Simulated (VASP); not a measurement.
A run of VASP 6.6.1:

INCAR

```
SYSTEM = As2Se
PREC     = Accurate       ! precision mode
ENCUT    = 520            ! plane-wave cutoff, eV
EDIFF    = 1E-6           ! SCF threshold, eV
ISMEAR   = 0              ! smearing method
SIGMA    = 0.1            ! smearing width, eV
LREAL    = .FALSE.        ! projectors in reciprocal space
LASPH    = .TRUE.         ! aspherical terms in the spheres
NELM     = 100            ! most SCF steps
ALGO     = Normal         ! electronic algorithm
ISIF     = 2              ! what is computed and relaxed
LWAVE    = .FALSE.        ! write WAVECAR
LCHARG   = .FALSE.        ! write CHGCAR
GGA      = PS             ! functional
NBANDS   = 25             ! bands
```

The input KPOINTS:

```
Automatic mesh
0
G
  8 8 8
  0 0 0
```

File POSCAR:

```
As2Se
1.0
   -3.2568060583      3.2568060583      2.6129653598
    3.2568060583     -3.2568060583      2.6129653598
    3.2568060583      3.2568060583     -2.6129653598
As Se
4 2
Direct
    0.8750000000      0.1250000000      0.7500000000
    0.3750000000      0.1250000000      0.2500000000
    0.8750000000      0.6250000000      0.7500000000
    0.8750000000      0.1250000000      0.2500000000
    0.5000000000      0.5000000000      0.0000000000
    0.2500000000      0.7500000000      0.5000000000
```

Potentials or basis: VASP PAW PBE potentials, release 64 (As, Se).

The run is started by

```bash
$ cat potpaw_PBE.64/As/POTCAR potpaw_PBE.64/Se/POTCAR > POTCAR
$ mpirun -np 1 vasp_std > vasp.out
```

Hardware: 1 thread of Intel(R) Xeon(R) Platinum 8488C (Sapphire Rapids) (shared host).

How long does it take, and how much memory?

It took 79 s on 1 thread of Intel(R) Xeon(R) Platinum 8488C (Sapphire Rapids) (shared host), peak memory 0.33 GiB. Counts: scf iterations 11, k points 59.
